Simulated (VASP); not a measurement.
# SnTe in VASP: a series of runs

The runs below take SnTe through electric field gradients, with PBE.

Everything below comes from runs of VASP 6.6.1. Logs are shortened: lines on timing, memory, paths and dates and some standing lists are left out, and cuts for length are marked.

## Step 1: The cell of the first run

Symmetry: I4/mmm, No. 139, tetragonal system. Conventional cell: a = 4.553 Å, b = 4.553 Å, c = 6.313 Å, α = 90.00°, β = 90.00°, γ = 90.00°. Within 4.2 Å of Sn (site symmetry 4/mmm) lie 6 Te at 3.16 to 3.22 Å. Within 4.2 Å of Te (site symmetry 4/mmm) lie 6 Sn at 3.16 to 3.22 Å.

## Step 2: Electric field gradients, PBE (equal xx and yy strain of +2 %)

INCAR

```
SYSTEM = SnTe
ALGO     = Normal         ! electronic algorithm
EDIFF    = 1E-8           ! SCF threshold, eV
ENCUT    = 520            ! plane-wave cutoff, eV
GGA      = PE             ! functional
ISIF     = 2              ! what is computed and relaxed
ISMEAR   = -1             ! smearing method
LASPH    = .True.         ! aspherical terms in the spheres
LCHARG   = .False.        ! write CHGCAR
LEFG     = .True.       
LREAL    = .False.        ! projectors in reciprocal space
LWAVE    = .False.        ! write WAVECAR
NBANDS   = 17             ! bands
NELM     = 60             ! most SCF steps
PREC     = Accurate       ! precision mode
SIGMA    = 0.08           ! smearing width, eV
```

KPOINTS

```
k-points
0
Gamma
  11 11 11
  0 0 0
```

POSCAR

```
SnTe
1.0
    0.0000000000      3.2196300000      3.1565000000
    3.2196300000      0.0000000000      3.1565000000
    3.2196300000      3.2196300000      0.0000000000
Sn Te
1 1
Direct
    0.0000000000      0.0000000000      0.0000000000
    0.5000000000      0.5000000000      0.5000000000
```

Potentials or basis: VASP PAW PBE potentials, release 64 (Sn_d, Te).

Command:

```sh
$ cat potpaw_PBE.64/Sn_d/POTCAR potpaw_PBE.64/Te/POTCAR > POTCAR
$ mpirun -np 1 vasp_std > vasp.out
```

OUTCAR:

```text
SYSTEM = SnTe
   EDIFF = 1E-8
   ENCUT = 520
   GGA = PE
   ISIF = 2
   ISMEAR = -1
   LASPH = .True.
   LREAL = .False.
   NELM = 60
   PREC = Accurate

 ion  position               nearest neighbor table
   1  0.000  0.000  0.000-   2 3.16   2 3.16   2 3.22   2 3.22   2 3.22   2 3.22
   2  0.500  0.500  0.500-   1 3.16   1 3.16   1 3.22   1 3.22   1 3.22   1 3.22

  LATTYP: Found a body centered tetragonal cell.
 ALAT       =     4.5532444118
 C/A-ratio  =     1.3864838847

  Lattice vectors:

 A1 = (   0.0000000000,  -3.2196300000,  -3.1565000000)
 A2 = (   0.0000000000,   3.2196300000,  -3.1565000000)
 A3 = (   3.2196300000,   0.0000000000,   3.1565000000)

Analysis of symmetry for initial positions (statically):
=====================================================================
 Subroutine PRICEL returns:
 Original cell was already a primitive cell.

 Routine SETGRP: Setting up the symmetry group for a
 body centered tetragonal supercell.

 Subroutine GETGRP returns: Found 16 space group operations
 (whereof 16 operations were pure point group operations)
 out of a pool of 16 trial point group operations.

The static configuration has the point symmetry D_4h.

Analysis of symmetry for dynamics (positions and initial velocities):
=====================================================================
 Subroutine PRICEL returns:
 Original cell was already a primitive cell.

 Routine SETGRP: Setting up the symmetry group for a
 body centered tetragonal supercell.

 Subroutine GETGRP returns: Found 16 space group operations
 (whereof 16 operations were pure point group operations)
 out of a pool of 16 trial point group operations.

The dynamic configuration has the point symmetry D_4h.

 Subroutine INISYM returns: Found 16 space group operations
 (whereof 16 operations are pure point group operations),
 and found     1 'primitive' translations

----------------------------------------------------------------------------------------

                                     Primitive cell

  volume of cell :      65.4407

  direct lattice vectors                    reciprocal lattice vectors
     0.000000000  3.219630000  3.156500000    -0.155297348  0.155297348  0.158403295
[... 123 lines left out ...]

 number of electron      20.0000005 magnetization

 Free energy of the ion-electron system (eV)
  ---------------------------------------------------
  ext. energy  EPLUGINS =         0.00000000
  ---------------------------------------------------
  free energy    TOTEN  =        -7.55957997 eV

  energy without entropy =       -7.55816991  energy(sigma->0) =       -7.55887494

 E-fermi :   6.4079     XC(G=0):  -9.2924

 val. band max:        6.2350874839   @ k =   0.4545   0.0000   0.0000
 cond. band min:       6.6349563291   @ k =   0.4545   0.0000   0.0000
 fundamental gap:      0.3998688452
 Fermi energy:         6.4078890159

 k-point     1 :       0.0000    0.0000    0.0000
  band No.  band energies     occupation
      1     -15.4873      2.00000
      2     -15.4842      2.00000
      3     -15.4788      2.00000
      4     -15.4773      2.00000
      5     -15.4773      2.00000
      6      -6.0742      2.00000
[... 457 lines left out ...]
      4     -15.4760      2.00000
      5     -15.4745      2.00000
      6      -5.4473      2.00000
[... 9 lines left out ...]
     16      14.2756      0.00000
     17      14.5790      0.00000

 [... further k-points ...]

------------------------ aborting loop because EDIFF is reached ----------------------------------------

  FORCE on cell =-STRESS in cart. coord.  units (eV):
  Direction    XX          YY          ZZ          XY          YZ          ZX
  --------------------------------------------------------------------------------------
  -------------------------------------------------------------------------------------
  Total       -0.2115942     -0.2115942      0.7461338      0.0000000      0.0000000     -0.0000000
  in kB       -5.1804402     -5.1804402     18.2675203      0.0000000      0.0000000     -0.0000000
  external PRESSURE =       2.6355466 kB  Pullay stress =       0.0000000 kB

 VOLUME and BASIS-vectors are now :
 -----------------------------------------------------------------------------
  energy-cutoff  :      520.00
  volume of cell :       65.44
      direct lattice vectors                 reciprocal lattice vectors
     0.000000000  3.219630000  3.156500000    -0.155297348  0.155297348  0.158403295
     3.219630000  0.000000000  3.156500000     0.155297348 -0.155297348  0.158403295
     3.219630000  3.219630000  0.000000000     0.155297348  0.155297348 -0.158403295

 POSITION                                       TOTAL-FORCE (eV/Angst)
 -----------------------------------------------------------------------------------
      0.00000      0.00000      0.00000         0.000000     -0.000000      0.000000
      3.21963      3.21963      3.15650        -0.000000      0.000000     -0.000000
 -----------------------------------------------------------------------------------
    total drift:                               -0.000000      0.000000      0.000000

  FREE ENERGIE OF THE ION-ELECTRON SYSTEM (eV)
  ---------------------------------------------------
  free  energy   TOTEN  =        -7.5595799710 eV

  energy  without entropy=       -7.5581699074  energy(sigma->0) =       -7.55887494

 Electric field gradients (V/A^2)
---------------------------------------------------------------------
 ion       V_xx      V_yy      V_zz      V_xy      V_xz      V_yz
---------------------------------------------------------------------
   1      14.729    14.729   -29.458    -0.001    -0.002    -0.002
   2       3.051     3.051    -6.103    -0.000    -0.000    -0.000
---------------------------------------------------------------------

 Electric field gradients after diagonalization (V/A^2)
 (convention: |V_zz| > |V_xx| > |V_yy|)
----------------------------------------------------------------------
 ion       V_xx      V_yy      V_zz     asymmetry (V_yy - V_xx)/ V_zz
----------------------------------------------------------------------
   1      14.730    14.728   -29.458       0.000
   2       3.051     3.051    -6.103       0.000
----------------------------------------------------------------------

           NMR quadrupolar parameters

 Cq : quadrupolar parameter    Cq=e*Q*V_zz/h
 eta: asymmetry parameters     (V_yy - V_xx)/ V_zz
 Q  : nuclear electric quadrupole moment in mb (millibarn)
----------------------------------------------------------------------
 ion       Cq(MHz)       eta       Q (mb)
----------------------------------------------------------------------
   1      -0.071       0.000       1.000
   2      -0.015       0.000       1.000
----------------------------------------------------------------------
```

OSZICAR:

```text
N       E                     dE             d eps       ncg     rms          rms(c)
DAV:   1     0.124580473864E+03    0.12458E+03   -0.94732E+03  4369   0.133E+03
DAV:   2     0.401656641857E+01   -0.12056E+03   -0.11711E+03  4624   0.329E+02
DAV:   3    -0.727829897175E+01   -0.11295E+02   -0.11193E+02  5223   0.892E+01
DAV:   4    -0.761051700193E+01   -0.33222E+00   -0.33198E+00  5069   0.158E+01
DAV:   5    -0.762386415394E+01   -0.13347E-01   -0.13347E-01  6361   0.307E+00    0.412E+00
DAV:   6    -0.755756161184E+01    0.66303E-01   -0.15670E-01  5642   0.250E+00    0.257E+00
DAV:   7    -0.755870126461E+01   -0.11397E-02   -0.55825E-02  5118   0.109E+00    0.858E-01
DAV:   8    -0.755948905964E+01   -0.78780E-03   -0.72151E-03  5451   0.678E-01    0.159E-01
DAV:   9    -0.755956675042E+01   -0.77691E-04   -0.78024E-04  6110   0.252E-01    0.419E-02
DAV:  10    -0.755957307775E+01   -0.63273E-05   -0.11834E-04  5565   0.842E-02    0.212E-02
DAV:  11    -0.755958097207E+01   -0.78943E-05   -0.42534E-05  5183   0.460E-02    0.255E-02
DAV:  12    -0.755958074411E+01    0.22796E-06   -0.25108E-06  5173   0.858E-03    0.149E-02
DAV:  13    -0.755958019708E+01    0.54704E-06   -0.27781E-07  5222   0.311E-03    0.771E-03
DAV:  14    -0.755957996943E+01    0.22765E-06   -0.72029E-07  5868   0.754E-03    0.736E-04
DAV:  15    -0.755957997101E+01   -0.15866E-08   -0.62150E-08  4764   0.115E-03
   1 F= -.75595800E+01 E0= -.75588749E+01  d E =-.141006E-02
```

stdout:

```text
POSCAR found type information on POSCAR SnTe
 POSCAR found :  2 types and       2 ions
 scaLAPACK will be used
 LDA part: xc-table for (Slater+PW92), standard interpolation
 POSCAR, INCAR and KPOINTS ok, starting setup
 FFT: planning ... GRIDC
 FFT: planning ... GRID_SOFT
 FFT: planning ... GRID
 WAVECAR not read
 entering main loop
ion   1

ion   2
```

It took 3 min on 1 thread of Intel Xeon 8259CL, shared host; peak memory 0.31 GiB.

Results:

```yaml
Free_energy: -7.5596 eV
Pressure: 0.3 GPa
Band_gap_on_the_k_mesh: 0.40 eV
Largest_electric_field_gradient_by_atom: Sn -29.5; Te -6.1 V/Å²
```

Levels at points of the mesh, in eV from the valence-band top:
| k point | band 7 | band 8 | band 9 | band 10 | band 11 | band 12 | band 13 | band 14 |
| --- | --- | --- | --- | --- | --- | --- | --- | --- |
| (0.00, 0.00, 0.00) | -4.68 | -1.99 | -1.78 | -1.78 | 3.27 | 3.27 | 3.74 | 4.96 |

Electric field gradients, principal values (V/Å²):
| atom | least | middle | greatest (by size) |
| --- | --- | --- | --- |
| 1 Sn | 14.728 | 14.730 | -29.458 |
| 2 Te | 3.051 | 3.051 | -6.103 |

Caveat: the cell differs from its parent crystal (equal xx and yy strain of +2 %); without QUAD_EFG the Cq values of the log hold for a quadrupole moment of 1 mb, not for the nuclei; spin-orbit coupling is left out, which moves the levels of the heavy elements; an odd mesh through Γ misses points on the zone boundary, where band edges can lie.

## Step 3: Electric field gradients, PBE (29.56 Å³/atom)

This run uses another cell than the first one, of 29.56 Å³/atom.

INCAR

```
SYSTEM = SnTe
ALGO = Normal
EDIFF = 1E-8
ENCUT = 520
GGA = PE
ISIF = 2
ISMEAR = -1
LASPH = .True.
LCHARG = .False.
LEFG = .True.
LREAL = .False.
LWAVE = .False.
NBANDS = 17
NELM = 60
PREC = Accurate
SIGMA = 0.08
```

KPOINTS is that of step 2.

POSCAR

```
SnTe
1.0
    0.0000000000      3.0920635522      3.0920635522
    3.0920635522      0.0000000000      3.0920635522
    3.0920635522      3.0920635522      0.0000000000
Sn Te
1 1
Direct
    0.0000000000      0.0000000000      0.0000000000
    0.5000000000      0.5000000000      0.5000000000
```

Potentials or basis: VASP PAW PBE potentials, release 64 (Sn_d, Te).

Command:

```sh
$ cat potpaw_PBE.64/Sn_d/POTCAR potpaw_PBE.64/Te/POTCAR > POTCAR
$ mpirun -np 1 vasp_std > vasp.out
```

OUTCAR:

```text
SYSTEM = SnTe
   EDIFF = 1E-8
   ENCUT = 520
   GGA = PE
   ISIF = 2
   ISMEAR = -1
   LASPH = .True.
   LREAL = .False.
   NELM = 60
   PREC = Accurate

 ion  position               nearest neighbor table
   1  0.000  0.000  0.000-   2 3.09   2 3.09   2 3.09   2 3.09   2 3.09   2 3.09
   2  0.500  0.500  0.500-   1 3.09   1 3.09   1 3.09   1 3.09   1 3.09   1 3.09

  LATTYP: Found a face centered cubic cell.
 ALAT       =     6.1841271044

  Lattice vectors:

 A1 = (   0.0000000000,   3.0920635522,   3.0920635522)
[... 693 lines left out ...]
  ---------------------------------------------------
  free  energy   TOTEN  =        -7.4614649802 eV

  energy  without entropy=       -7.4589164266  energy(sigma->0) =       -7.46019070

 Electric field gradients (V/A^2)
---------------------------------------------------------------------
 ion       V_xx      V_yy      V_zz      V_xy      V_xz      V_yz
---------------------------------------------------------------------
   1       0.000     0.000     0.000    -0.001    -0.001    -0.001
   2       0.000    -0.000     0.000     0.000     0.000     0.000
---------------------------------------------------------------------

 Electric field gradients after diagonalization (V/A^2)
 (convention: |V_zz| > |V_xx| > |V_yy|)
----------------------------------------------------------------------
 ion       V_xx      V_yy      V_zz     asymmetry (V_yy - V_xx)/ V_zz
----------------------------------------------------------------------
   1       0.001     0.001    -0.002       0.000
   2      -0.000    -0.000     0.000       0.000
----------------------------------------------------------------------

           NMR quadrupolar parameters

 Cq : quadrupolar parameter    Cq=e*Q*V_zz/h
 eta: asymmetry parameters     (V_yy - V_xx)/ V_zz
 Q  : nuclear electric quadrupole moment in mb (millibarn)
----------------------------------------------------------------------
 ion       Cq(MHz)       eta       Q (mb)
----------------------------------------------------------------------
   1      -0.000       0.000       1.000
   2       0.000       0.000       1.000
----------------------------------------------------------------------
```

stdout:

```text
POSCAR found type information on POSCAR SnTe
 POSCAR found :  2 types and       2 ions
 scaLAPACK will be used
 LDA part: xc-table for (Slater+PW92), standard interpolation
 POSCAR, INCAR and KPOINTS ok, starting setup
 FFT: planning ... GRIDC
 FFT: planning ... GRID_SOFT
 FFT: planning ... GRID
 WAVECAR not read
 entering main loop
ion   1

ion   2
```

Run time: 2 min. Hardware: 1 thread of Intel Xeon 8259CL, shared host; peak memory 0.24 GiB.

What came out:

```yaml
Free_energy: -7.4615 eV
Pressure: 5.5 GPa
Largest_electric_field_gradient_by_atom: zero within the noise of the run
```

Caveat: this odd mesh misses L, so gap, dielectric constants and Born charges aren't listed; the cell stands under pressure; spin-orbit coupling is left out, which moves the levels of the heavy elements.
